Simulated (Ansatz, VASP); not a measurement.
Two plane-wave programs on MgO

```
CELL_PARAMETERS angstrom
3.34530 0.00000 0.00000
-1.67265 2.89711 0.00000
0.00000 0.00000 4.11220
ATOMIC_POSITIONS crystal
Mg 0.66667 0.33333 0.75000
Mg 0.33333 0.66667 0.25000
O 0.66667 0.33333 0.25000
O 0.33333 0.66667 0.75000
```

Alike in both runs: task single point; functional PBE; k mesh 9 × 9 × 6; occupations gaussian, width 0.05 eV; no spin polarisation.

|  | VASP | Ansatz |
| --- | --- | --- |
| version | VASP 6.6.1 | Ansatz 0.2.0 |
| potentials or method | VASP PAW PBE potentials, release 64 (Mg, O), cutoff 520 eV | scalar-relativistic, plane waves, PAW |
| valence electrons in the cell | 16 | 32 |

Ansatz gave:

```
gap on the k mesh at the Fermi level (eV)                     : 3.96
least direct gap on the mesh (eV)                             : 3.96
pressure (GPa)                                                : 21.6
traceless stress, the component that is largest in VASP (GPa) : -3.30
```

**Question.** Which values does VASP return?

**Answer.** gap on the k mesh at the Fermi level (eV): 3.94; least direct gap on the mesh (eV): 3.94; pressure (GPa): 21.1; traceless stress, the component that is largest in VASP (GPa): -3.52.

VASP's potentials hold 16 valence electrons a cell and Ansatz's 32, so a difference there can come from the potentials and not from the codes.
